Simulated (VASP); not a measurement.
Na: single point with PBEsol

Crystal: Na.

```
Na
1.0
    -2.14100    2.14100    2.14100
     2.14100   -2.14100    2.14100
     2.14100    2.14100   -2.14100
Na
1
Direct
  0.00000 0.00000 0.00000
```

- Program: VASP 6.6.1
- Task: single point
- Functional: PBEsol
- Potentials or basis: VASP PAW PBE potentials, release 64 (Na_pv)
- Cutoff: 500 eV
- k mesh: 10 × 10 × 10
- Occupations: fermi-dirac, width 0.0272 eV
- Spin: no spin polarisation

```yaml
Pressure: -0.6 GPa
```

Levels at points of the mesh, in eV from the Fermi level:
```tsv
k point	band 2	band 3	band 4	band 5	band 6	band 7
(0.00, 0.00, 0.00)	-24.81	-24.81	-3.13	11.39	11.39	11.39
(0.50, 0.00, 0.00)	-24.82	-24.81	0.76	1.19	7.99	8.80
(0.50, 0.50, 0.50)	-24.83	-24.83	4.45	4.45	4.72	4.72
```

It took 13 s on 1 thread of Intel(R) Xeon(R) Platinum 8488C (Sapphire Rapids) (shared host), peak memory 0.15 GiB.

Caveat: the PAW data sets were made with another functional, which shifts forces and pressure a little.
